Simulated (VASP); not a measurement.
Crystal: MoS2.

```
Mo S
1.0
     3.14773    0.00000    0.00000
    -1.57387    2.72601    0.00000
     0.00000    0.00000   12.24129
Mo S
2 4
Cartesian
  1.5739 0.9087 9.1810
  0.0000 1.8173 3.0603
  1.5739 0.9087 4.6150
  0.0000 1.8173 10.7356
  1.5739 0.9087 1.5057
  0.0000 1.8173 7.6263
```

Base run:

```yaml
Program: VASP 6.6.1
Functional: RPBE
Dispersion: D4
Potentials_or_basis: VASP PAW PBE potentials, release 64 (Mo_sv, S)
Cutoff: 520 eV
k_mesh: 10 × 10 × 3
Occupations: fermi-dirac, width 0.05 eV
Spin: no spin polarisation
```

Its results: band gap on the k mesh 0.97 eV, indirect (least direct gap 1.92 eV); pressure -0.6 GPa; largest force 0.257 eV/Å.

Task: The run is repeated on the same cell with these changes: dispersion from D4 to D3(BJ). What comes out?

Result: Band gap on the k mesh 0.97 eV, indirect (least direct gap 1.92 eV); pressure -12.4 GPa; largest force 0.216 eV/Å.

Caveats: the PAW data sets were made with another functional, which shifts forces and pressure a little.

A k mesh can miss the band edges.
